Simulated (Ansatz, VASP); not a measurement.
# Two plane-wave programs on Ir

```
Ir
1.0
     2.69068    0.00000    0.00000
    -1.34534    2.33020    0.00000
     0.00000    0.00000    4.32777
Ir
2
Direct
  0.66667 0.33333 0.75000
  0.33333 0.66667 0.25000
```

Alike in both runs: task relaxation of cell and atoms; functional r2SCAN; k mesh 12 × 12 × 6; occupations gaussian, width 0.1 eV; no spin polarisation.

|  | VASP | Ansatz |
| --- | --- | --- |
| version | VASP 6.6.1 | Ansatz 0.2.0 |
| potentials or method | VASP PAW PBE potentials, release 64 (Ir), cutoff 600 eV | scalar-relativistic, plane waves, PAW |
| valence electrons in the cell | 18 | 34 |

|  | VASP | Ansatz | Ansatz less VASP |
| --- | --- | --- | --- |
| gap on the k mesh at the Fermi level, each at its own relaxed structure (eV) | none | none | - |
| relaxed volume (Å³/atom) | 14.35 | 14.26 | -0.085 |
| relaxed cell length with the largest relative difference (Å) | 4.455 | 4.441 | -0.0147 |

VASP's potentials were made for PBE, not for r2SCAN. A gap of «none» marks a metal or a gap that the smearing closes. VASP's potentials hold 18 valence electrons a cell and Ansatz's 34, so a difference there can come from the potentials and not from the codes.

Spin-orbit coupling is off throughout.
